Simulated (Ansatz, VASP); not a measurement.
## Ge: VASP beside Ansatz

```
Ge
1.0
     1.48805   -2.59469    0.00000
     1.48805    2.59469    0.00000
     0.00000    0.00000    4.72760
Ge
2
Cartesian
  1.4881 0.8643 1.1819
  1.4881 -0.8643 3.5457
```

Alike in both runs: task relaxation of cell and atoms; functional revPBE; dispersion D3(BJ); k mesh 10 × 10 × 6; occupations fermi-dirac, width 0.05 eV; no spin polarisation.

|  | VASP | Ansatz |
| --- | --- | --- |
| version | VASP 6.6.1 | Ansatz 0.2.0 |
| potentials or method | VASP PAW PBE potentials, release 64 (Ge_d) | Ansatz PAW |
| plane-wave cutoff (eV) | 600 | 420 |
| valence electrons in the cell | 28 | 28 |

```csv
,VASP,Ansatz,Ansatz less VASP
"gap on the k mesh at the Fermi level, each at its own relaxed structure (eV)",none,none,-
relaxed volume (Å³/atom),18.04,18.15,+0.110
relaxed length of the cell vector where the two differ most in proportion (Å),4.795,5.204,+0.4088
```

VASP's potentials were made for PBE, not for revPBE. A gap of «none» marks a metal or a gap that the smearing closes.

Noted on Ansatz's run: the plane-wave basis is chosen anew once the cell has moved, so the energies of steps on either side of that aren't comparable.
